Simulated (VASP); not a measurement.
## SnSe: single point with PBEsol

SnSe:

```
Sn Se
1.0
     0.00000    3.01000    3.01000
     3.01000    0.00000    3.01000
     3.01000    3.01000    0.00000
Sn Se
1 1
Direct
  0.00000 0.00000 0.00000
  0.50000 0.50000 0.50000
```

```json
{
 "Program": "VASP 6.6.1",
 "Task": "single point",
 "Functional": "PBEsol",
 "Potentials or basis": "VASP PAW PBE potentials, release 64 (Sn_d, Se)",
 "Cutoff": "520 eV",
 "k mesh": "6 × 6 × 6",
 "Occupations": "fermi-dirac, width 0.05 eV",
 "Spin": "no spin polarisation",
 "Dipole correction": "no",
 "Further INCAR settings": "ALGO = Normal; EDIFF = 1e-06; NBANDS = 17"
}
```

```yaml
Pressure: -2.3 GPa
Band_gap_on_the_k_mesh: 0.65 eV, direct
```

Levels at points of the mesh, in eV from the valence-band top:
```csv
k point,band 6,band 7,band 8,band 9,band 10,band 11,band 12,band 13,band 14,band 15
"(0.00, 0.00, 0.00)",-13.80,-5.03,-2.11,-2.11,-2.11,4.37,4.37,4.37,5.89,5.89
"(0.50, 0.00, 0.00)",-12.87,-7.99,-1.86,-1.86,0.00,0.65,1.30,1.30,8.20,10.13
"(0.50, 0.50, 0.00)",-12.59,-5.95,-5.42,-3.57,-3.57,3.01,5.41,5.41,6.01,10.54
```

It took 8.2 s on 1 thread of AMD EPYC 9R45 96-Core Processor (Zen 5), with other jobs on the host, peak memory 0.15 GiB.

Caveat: the PAW data sets were made with another functional, which shifts forces and pressure a little; spin-orbit coupling is left out, which moves the levels of the heavy elements. A k mesh can miss the band edges.
